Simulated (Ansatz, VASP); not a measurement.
## ZrO2 in VASP and in Ansatz

```
CELL_PARAMETERS angstrom
0.00000 2.55800 2.55800
2.55800 0.00000 2.55800
2.55800 2.55800 0.00000
ATOMIC_POSITIONS crystal
Zr 0.50000 0.50000 0.50000
O 0.25000 0.25000 0.25000
O 0.75000 0.75000 0.75000
```

Alike in both runs: task single point; functional HSE06; k mesh 6 × 6 × 6; occupations gaussian, width 0.02 eV; no spin polarisation.

|  | VASP | Ansatz |
| --- | --- | --- |
| version | VASP 6.6.1 | Ansatz 0.2.0 |
| potentials or method | VASP PAW PBE potentials, release 64 (Zr_sv, O), cutoff 520 eV | scalar-relativistic, plane waves, PAW |
| valence electrons in the cell | 24 | 24 |

|  | VASP | Ansatz | Ansatz less VASP |
| --- | --- | --- | --- |
| gap on the k mesh at the Fermi level (eV) | 4.92 | 4.93 | +0.011 |
| least direct gap on the mesh (eV) | 5.30 | 5.31 | +0.009 |
| pressure (GPa) | -6.3 | -6.8 | -0.42 |

Ansatz's warnings: stress exchange threshold loose, stress scf threshold loose.
